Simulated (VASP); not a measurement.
## TePt: single point with r2SCAN

Crystal: TePt.

```
Te Pt
1.0
     4.28350    0.00000    0.00000
    -2.14175    3.70962    0.00000
     0.00000    0.00000    5.67469
Te Pt
2 2
Direct
  0.33333 0.66667 0.25000
  0.66667 0.33333 0.75000
  0.00000 0.00000 0.00000
  0.00000 0.00000 0.50000
```

```
Program                : VASP 6.6.1
Task                   : single point
Functional             : r2SCAN
Potentials or basis    : VASP PAW PBE potentials, release 64 (Te, Pt)
Cutoff                 : 520 eV
k mesh                 : 12 × 12 × 8
Occupations            : gaussian, width 0.1 eV
Spin                   : no spin polarisation
Dipole correction      : no
Further INCAR settings : ALGO = Normal; EDIFF = 1e-06; NBANDS = 24
```

The pressure is -3.6 GPa and the band gap on the k mesh is zero (bands 16 and 17 overlap by 1.27 eV).

Stress tensor (GPa, compression positive):
```
-3.59  0.00  0.00
 0.00 -3.59  0.00
 0.00  0.00 -3.51
```

Levels at points of the mesh, in eV from the Fermi level:
| k point | band 14 | band 15 | band 16 | band 17 | band 18 | band 19 |
| --- | --- | --- | --- | --- | --- | --- |
| (0.00, 0.00, 0.00) | -1.67 | 0.11 | 0.49 | 1.65 | 2.16 | 2.16 |
| (0.50, 0.00, 0.00) | -2.10 | -1.93 | -1.55 | 1.28 | 2.45 | 3.81 |
| (0.00, 0.00, 0.50) | -2.48 | 0.93 | 0.93 | 0.93 | 0.93 | 4.04 |
| (0.50, 0.00, 0.50) | -2.86 | -0.39 | -0.39 | 0.44 | 0.44 | 2.65 |

It took 16 min on 1 thread of AMD EPYC 7R13, on a shared host, peak memory 0.31 GiB.

Caveat: the cell stands under tension; the PAW data sets were made with another functional, which shifts forces and pressure a little; spin-orbit coupling is left out, which moves the levels of the heavy elements.
